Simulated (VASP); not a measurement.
A run of VASP 6.6.1 is set up as follows.

Contents of INCAR:

```
SYSTEM = TiTc
  ALGO = Normal
  EDIFF = 1E-6
  ENCUT = 520
  GGA = PS
  ISIF = 2
  ISMEAR = 1
  LASPH = .TRUE.
  LCHARG = .FALSE.
  LREAL = .FALSE.
  LWAVE = .FALSE.
  NBANDS = 20
  NELM = 80
  PREC = Accurate
  SIGMA = 0.1
```

The input KPOINTS:

```
k-points
0
G
  9 9 9
  0 0 0
```

Contents of POSCAR:

```
TiTc
1.0
    3.0891268879      0.0000000000      0.0000000000
    0.0000000000      3.0891268879      0.0000000000
    0.0000000000      0.0000000000      3.0891268879
Ti Tc
1 1
Direct
    0.5000000000      0.5000000000      0.5000000000
    0.0000000000      0.0000000000      0.0000000000
```

Potentials or basis: VASP PAW PBE potentials, release 64 (Ti_sv, Tc_pv).

Launch:

```console
$ cat potpaw_PBE.64/Ti_sv/POTCAR potpaw_PBE.64/Tc_pv/POTCAR > POTCAR
$ mpirun -np 1 vasp_std > vasp.out
```

**Question.** What does it give for the pressure?

**Answer.** -4.6 GPa.

Caveat: the PAW data sets were made with another functional, which shifts forces and pressure a little.
